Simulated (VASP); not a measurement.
## Ti3Al (vib): single point with LDA

The system is Ti3Al (vib).

```
Ti Al
1.0
     0.00000    3.15378    3.15378
     3.15378    0.00000    3.15378
     3.15378    3.15378    0.00000
Ti Al
3 1
Cartesian
  4.7307 4.7307 4.7307
  1.5769 1.5769 1.5769
  0.0000 0.0000 0.0000
  3.1538 3.1538 3.1538
```

| Quantity | Value |
| --- | --- |
| Program | VASP 6.6.1 |
| Task | single point |
| Functional | LDA |
| Potentials or basis | VASP PAW LDA potentials, release 64 (Ti_sv, Al) |
| Cutoff | 520 eV |
| k mesh | 10 × 10 × 10 |
| Occupations | fermi-dirac, width 0.15 eV |
| Spin | no spin polarisation |

```
Pressure : 0.0 GPa
```

Levels at points of the mesh, in eV from the Fermi level:
```
           k point  band 17  band 18  band 19  band 20  band 21  band 22  band 23  band 24
(0.00, 0.00, 0.00)    -1.81    -1.81     0.05     0.05     0.05     2.42     2.42     2.42
(0.50, 0.00, 0.00)    -0.41    -0.36    -0.36    -0.03    -0.03     0.87     1.04     1.04
(0.50, 0.50, 0.00)    -0.52    -0.52    -0.18    -0.15    -0.15     1.14     1.32     1.32
```

It took 96 s on 1 thread of Intel(R) Xeon(R) 6975P-C (Granite Rapids), on a shared host, peak memory 0.21 GiB.
